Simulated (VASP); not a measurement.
A run of VASP 6.6.1 is set up as follows.

INCAR

```
SYSTEM = GeF5
PREC = Accurate
ENCUT = 520
EDIFF = 1E-7
ISMEAR = 0
SIGMA = 0.1
LREAL = .False.
LASPH = .True.
NELM = 60
ALGO = Normal
ISIF = 2
LWAVE = .False.
LCHARG = .True.
GGA = PE
LELF = .True.
LVHAR = .True.
NBANDS = 34
```

File KPOINTS:

```
regular mesh
0
Gamma
  12 12 6
  0 0 0
```

POSCAR

```
GeF5
1.0
    4.0051203838      0.0000000000      0.0000000000
   -2.0025601919      3.4685359976      0.0000000000
    0.0000000000      0.0000000000      5.9563744493
Ge F
1 5
Direct
    0.0000000000      0.0000000000      0.0000000000
    0.0000000000      0.5000000000      0.5000000000
    0.3333333333      0.6666666667      0.0000000000
    0.6666666667      0.3333333333      0.0000000000
    0.5000000000      0.0000000000      0.5000000000
    0.5000000000      0.5000000000      0.5000000000
```

Potentials or basis: VASP PAW PBE potentials, release 64 (Ge_d, F).

Run with:

```sh
$ cat potpaw_PBE.64/Ge_d/POTCAR potpaw_PBE.64/F/POTCAR > POTCAR
$ mpirun -np 1 vasp_std > vasp.out
```

Task: Estimate the pressure.

Result: -0.3 GPa.

Stress tensor (GPa, compression positive):
```
-0.28  0.00  0.00
 0.00 -0.28  0.00
 0.00  0.00 -0.44
```

Caveat: an odd number of electrons without spin polarisation forces a metal; a magnetic or distorted state may lie lower.
